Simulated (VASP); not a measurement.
# Na3TeH (P1) in VASP: relaxation of cell and atoms with PBE

Aim: the relaxation of cell and atoms of Na3TeH with PBE.

Program: VASP 6.6.1. These are calculated values, not measurements. Logs are shortened: lines on timing, memory, paths and dates and some standing lists are left out, and cuts for length are marked.

### 1 The cell of the first run

The typed cell holds 10 atoms: a = 4.717 Å, b = 4.742 Å, c = 9.423 Å, α = 90.48°, β = 90.39°, γ = 90.16°.

### 2 Relaxation of cell and atoms, PBE

File INCAR:

```
PREC = Accurate
ENCUT = 600
EDIFF = 1E-7
ISMEAR = 0
SIGMA = 0.1
LREAL = F
LASPH = T
NELM = 80
ALGO = Normal
ISIF = 3
LWAVE = F
LCHARG = F
GGA = PE
IBRION = 2
NSW = 80
EDIFFG = -0.025
```

File KPOINTS:

```
Automatic mesh
0
Gamma
  4 4 2
```

File POSCAR:

```
Na3TeH
1.0
   -0.0162385342      4.7165010666     -0.0065605675
   -0.0199749196     -0.0065605675      4.7416073103
    9.4229865136     -0.0324770684     -0.0399498392
Na Te H
6 2 2
Direct
    0.0119977912     -0.0002303513      0.2434005885
   -0.0190490764      0.0021993999      0.7457369242
    0.4931147696      0.0285350153      0.0164275640
    0.5002889643      0.0015943110      0.4964497220
   -0.0256448845      0.4965380810     -0.0126040646
   -0.0168115928      0.5040879712      0.5065011147
    0.5204490602      0.4767337438      0.2371078800
    0.5002260951      0.5310947068      0.7716642582
    0.0103424893      0.0014310198     -0.0004355226
    0.0250863842     -0.0419838975      0.4957515356
```

Potentials or basis: VASP PAW PBE potentials, release 64 (Na_pv, Te, H).

Command:

```sh
$ cat potpaw_PBE.64/Na_pv/POTCAR potpaw_PBE.64/Te/POTCAR potpaw_PBE.64/H/POTCAR > POTCAR
$ mpirun -np 1 vasp_std > vasp.out
```

OUTCAR:

```text
PREC = Accurate
   ENCUT = 600
   EDIFF = 1E-7
   ISMEAR = 0
   LREAL = F
   LASPH = T
   NELM = 80
   ISIF = 3
   GGA = PE
   IBRION = 2
   NSW = 80
   EDIFFG = -0.025

 ion  position               nearest neighbor table
   1  0.012  1.000  0.243-
   2  0.981  0.002  0.746-   8 3.19
   3  0.493  0.029  0.016-   7 2.96
   4  0.500  0.002  0.496-
   5  0.974  0.497  0.987-   8 3.02   7 3.19   8 3.22
   6  0.983  0.504  0.507-
   7  0.520  0.477  0.237-   3 2.96   5 3.19
   8  0.500  0.531  0.772-   5 3.02   2 3.19   5 3.22
   9  0.010  0.001  1.000-
  10  0.025  0.958  0.496-

  LATTYP: Found a triclinic cell.
 ALAT       =    10.5130268691
 B/A-ratio  =     0.4510265199
 C/A-ratio  =     0.4486370711
 COS(alpha) =     0.0027600486
 COS(beta)  =     0.0074146897
 COS(gamma) =     0.4434549386

  Lattice vectors:

 A1 = (   9.4030115940,  -0.0390376359,   4.7016574711)
 A2 = (  -0.0199749196,  -0.0065605675,   4.7416073103)
 A3 = (   0.0162385342,  -4.7165010666,   0.0065605675)

Analysis of symmetry for initial positions (statically):
=====================================================================
 Subroutine PRICEL returns:
 Original cell was already a primitive cell.

 Routine SETGRP: Setting up the symmetry group for a
 triclinic supercell.

 Subroutine GETGRP returns: Found  1 space group operations
 (whereof  1 operations were pure point group operations)
 out of a pool of  2 trial point group operations.

The static configuration has the point symmetry C_1 .

Analysis of symmetry for dynamics (positions and initial velocities):
=====================================================================
 Subroutine PRICEL returns:
 Original cell was already a primitive cell.

 Routine SETGRP: Setting up the symmetry group for a
 triclinic supercell.

 Subroutine GETGRP returns: Found  1 space group operations
 (whereof  1 operations were pure point group operations)
 out of a pool of  2 trial point group operations.

The dynamic configuration has the point symmetry C_1 .

 Subroutine INISYM returns: Found  1 space group operations
 (whereof  1 operations are pure point group operations),
 and found     1 'primitive' translations

----------------------------------------------------------------------------------------

                                     Primitive cell

  volume of cell :     210.7271

  direct lattice vectors                    reciprocal lattice vectors
[... 102 lines left out ...]
   IBRION =      2    ionic relax: 0-MD 1-quasi-New 2-CG
   NFREE  =      1    steps in history (QN), initial steepest desc. (CG)
   ISIF   =      3    stress and relaxation
   ISYM   =      2    0-nonsym 1-usesym 2-fastsym
   POTIM  = 0.5000    time-step for ionic-motion
   TEBEG  =    0.0;   TEEND  =   0.0 temperature during run
   PSTRESS=    0.0 pullay stress
   NELECT =      56.0000    total number of electrons
   NUPDOWN=      -1.0000    fix difference up-down
   EMIN   =  10.00;   EMAX   =-10.00  energy-range for DOS
   EFERMI =   0.00;   METHOD = LEGACY
   ISMEAR =     0;   SIGMA  =   0.10  broadening in eV -4-tet -1-fermi 0-gaus
   EFERMI_NEDOS =   21; number of points for ismear=-14 and -15
   IALGO  =     38    algorithm
   IMIX   =      4    mixing-type and parameters
     AMIX     =   0.40;   BMIX     =  1.00
     AMIX_MAG =   1.60;   BMIX_MAG =  1.00
  volume/ion in A,a.u.               =      21.07       142.21
  Fermi-wavevector in a.u.,A,eV,Ry     =   1.052521  1.988976 15.072538  1.107800
  Thomas-Fermi vector in A             =   2.187607
   LORBIT       =      0    0 simple, 1 ext, 2 COOP (PROOUT), +10 PAW based schemes
   GGA     = PE    functional components
   LHFCALC =     F    Hartree Fock is set to
   AEXX    =    0.0000 exact exchange contribution
   IVDW    =     0    specifies the selected vdW correction
   LEPSILON=     F    determine dielectric tensor
   LRPA    =     F    only Hartree local field effects (RPA)
 conjugate gradient relaxation of ions
 non-spin polarized calculation
 Gauss-broadening in eV      SIGMA  =   0.10
  energy-cutoff  :      600.00
  volume of cell :      210.73
 maximum number of plane-waves:      7065
 NGX is ok and might be reduce to    40
   NGX = 19   NGY = 19   NGZ = 37

--------------------------------------- Ionic step        1  -------------------------------------------

 number of electron      55.9999996 magnetization

 Free energy of the ion-electron system (eV)
  ---------------------------------------------------
  ext. energy  EPLUGINS =         0.00000000
  ---------------------------------------------------
  free energy    TOTEN  =       -26.98977255 eV

  energy without entropy =      -26.98977255  energy(sigma->0) =      -26.98977255

------------------------ aborting loop because EDIFF is reached ----------------------------------------

  FORCE on cell =-STRESS in cart. coord.  units (eV):
  Direction    XX          YY          ZZ          XY          YZ          ZX
  --------------------------------------------------------------------------------------
  -------------------------------------------------------------------------------------
  Total        1.6357206      1.6298242      1.3898946      0.3277527      0.2007023      0.4925639
  in kB       12.4365348     12.3917038     10.5674971      2.4919338      1.5259583      3.7450086
  external PRESSURE =      11.7985786 kB  Pullay stress =       0.0000000 kB
[... 113 lines left out ...]
  FREE ENERGIE OF THE ION-ELECTRON SYSTEM (eV)
  ---------------------------------------------------
  free  energy   TOTEN  =       -27.2018298510 eV

  energy  without entropy=      -27.2018298510  energy(sigma->0) =      -27.20182985

[... ionic steps 4 to 9 ...]

--------------------------------------- Ionic step       10  -------------------------------------------

 number of electron      55.9999990 magnetization

------------------------ aborting loop because EDIFF is reached ----------------------------------------
[... 83 lines left out ...]
--------------------------------------- Ionic step       12  -------------------------------------------

 number of electron      55.9999981 magnetization

 Free energy of the ion-electron system (eV)
  ---------------------------------------------------
  ext. energy  EPLUGINS =         0.00000000
  ---------------------------------------------------
  free energy    TOTEN  =       -27.31037068 eV

  energy without entropy =      -27.31037068  energy(sigma->0) =      -27.31037068

 E-fermi :   1.9924     XC(G=0):  -8.1538

 val. band max:        1.5167670701   @ k =   0.5000   0.5000   0.0000
 cond. band min:       4.1276027477   @ k =   0.0000   0.0000   0.0000
 fundamental gap:      2.6108356775
 Fermi energy:         1.9923753592

 k-point     1 :       0.0000    0.0000    0.0000
  band No.  band energies     occupation
      1     -21.7782      2.00000
      2     -21.7780      2.00000
      3     -21.7774      2.00000
      4     -21.7622      2.00000
      5     -21.7620      2.00000
      6     -21.7545      2.00000
[... 766 lines left out ...]
  FREE ENERGIE OF THE ION-ELECTRON SYSTEM (eV)
  ---------------------------------------------------
  free  energy   TOTEN  =       -27.3103706790 eV

  energy  without entropy=      -27.3103706790  energy(sigma->0) =      -27.31037068

 reached required accuracy - stopping structural energy minimisation
```

OSZICAR:

```text
N       E                     dE             d eps       ncg     rms          rms(c)
DAV:   1     0.543790582241E+03    0.54379E+03   -0.29657E+04  1360   0.187E+03
DAV:   2     0.238152618251E+02   -0.51998E+03   -0.51300E+03  1384   0.483E+02
DAV:   3    -0.264990461890E+02   -0.50314E+02   -0.49319E+02  1562   0.159E+02
DAV:   4    -0.285196023375E+02   -0.20206E+01   -0.20178E+01  1562   0.283E+01
[... 123 lines left out ...]
DAV:   3    -0.273104179253E+02    0.22408E-03   -0.94842E-04  1812   0.270E-01    0.574E-02
DAV:   4    -0.273103732881E+02    0.44637E-04   -0.14673E-04  1640   0.135E-01    0.147E-02
DAV:   5    -0.273103707777E+02    0.25104E-05   -0.12499E-05  1622   0.517E-02    0.668E-03
DAV:   6    -0.273103707381E+02    0.39650E-07   -0.24740E-06  1722   0.234E-02    0.215E-03
DAV:   7    -0.273103706790E+02    0.59021E-07   -0.63696E-07  1270   0.865E-03
  12 F= -.27310371E+02 E0= -.27310371E+02  d E =-.783058E-03
```

CONTCAR:

```text
Na3TeH
   1.00000000000000
     0.0002890759333741    4.7637970956048328    0.0003394847576278
     0.0014170308439137    0.0004924238311572    4.7650354797672287
     9.5263649680016638    0.0005019483572166    0.0022719629287891
  Na              Te              H
     6     2     2
Direct
     0.0019359058337276    0.9988191330429680    0.2499908292374391
     0.9994071083051240    0.0008295964892371    0.7497205815311548
     0.4995700896205823    0.0029977987219422    0.0001357646820734
     0.5006061149689042    0.9968257932086106    0.5000092480001518
     0.9990773550926395    0.5012899276080932    0.9999048055142677
     0.0010036321468390    0.4988033813795484    0.5002708779817127
     0.5000811958738565    0.5000263989495949    0.2495878307537450
     0.4992202477248407    0.4997941130460251    0.7501826578011808
     0.9993227163907805    0.0016281403852087    0.0000604551129767
     0.9997756342427022    0.9989857171687645    0.5001369493853054

  0.00000000E+00  0.00000000E+00  0.00000000E+00
  0.00000000E+00  0.00000000E+00  0.00000000E+00
  0.00000000E+00  0.00000000E+00  0.00000000E+00
  0.00000000E+00  0.00000000E+00  0.00000000E+00
  0.00000000E+00  0.00000000E+00  0.00000000E+00
  0.00000000E+00  0.00000000E+00  0.00000000E+00
  0.00000000E+00  0.00000000E+00  0.00000000E+00
  0.00000000E+00  0.00000000E+00  0.00000000E+00
  0.00000000E+00  0.00000000E+00  0.00000000E+00
  0.00000000E+00  0.00000000E+00  0.00000000E+00
```

It took 19 min on 1 thread of Intel Xeon Platinum 8559C (Emerald Rapids), shared host; peak memory 0.45 GiB.

What came out:

```yaml
Free_energy: -27.3104 eV
Relaxed_volume: 21.62 Å³/atom
Relaxed_cell: a = 4.764 Å, b = 4.765 Å, c = 9.526 Å, α = 89.97°, β = 89.99°, γ = 89.99°
Space_group_after_relaxing_to_0.1_Å: Pm-3m (No. 221)
Energy_gained_by_relaxing: 32.1 meV/atom
Ionic_steps: 12
Pressure_after_relaxing: 0.0 GPa
Largest_force_after_relaxing: 0.015 eV/Å
Band_gap_on_the_k_mesh: 2.61 eV
```

Forces on the atoms (eV/Å):
```
Na  -0.001 -0.011  0.007
Na   0.010  0.002 -0.004
Na  -0.002  0.001 -0.011
Na  -0.002 -0.002  0.013
Na   0.000  0.002  0.000
Na  -0.005 -0.005 -0.001
Te   0.015  0.002 -0.001
Te  -0.009  0.004  0.004
H   -0.003  0.003 -0.007
H   -0.003  0.005  0.001
```

Step by step:
```csv
step,energy change (eV),largest force (eV/Å),pressure (GPa),volume (Å³)
1,0.0000,0.8472,1.18,210.73
2,-0.1145,0.6371,0.43,215.49
3,-0.2121,0.2804,-0.83,225.93
4,-0.2529,0.2440,-0.51,221.96
5,-0.2888,0.1589,0.28,214.08
6,-0.3017,0.1256,0.16,214.97
7,-0.3142,0.0798,-0.09,217.02
8,-0.3173,0.0437,0.00,216.08
9,-0.3183,0.0462,0.11,215.08
10,-0.3197,0.0326,-0.01,216.22
11,-0.3198,0.0339,-0.05,216.59
12,-0.3206,0.0148,-0.02,216.25
```

Final structure:
```
Na Te H
1.0
     0.00029    4.76380    0.00034
     0.00142    0.00049    4.76504
     9.52636    0.00050    0.00227
Na Te H
6 2 2
Direct
  0.00194 0.99882 0.24999
  0.99941 0.00083 0.74972
  0.49957 0.00300 0.00014
  0.50061 0.99683 0.50001
  0.99908 0.50129 0.99990
  0.00100 0.49880 0.50027
  0.50008 0.50003 0.24959
  0.49922 0.49979 0.75018
  0.99932 0.00163 0.00006
  0.99978 0.99899 0.50014
```

Caveat: spin-orbit coupling is left out, which moves the levels of the heavy elements. A k mesh can miss the band edges.
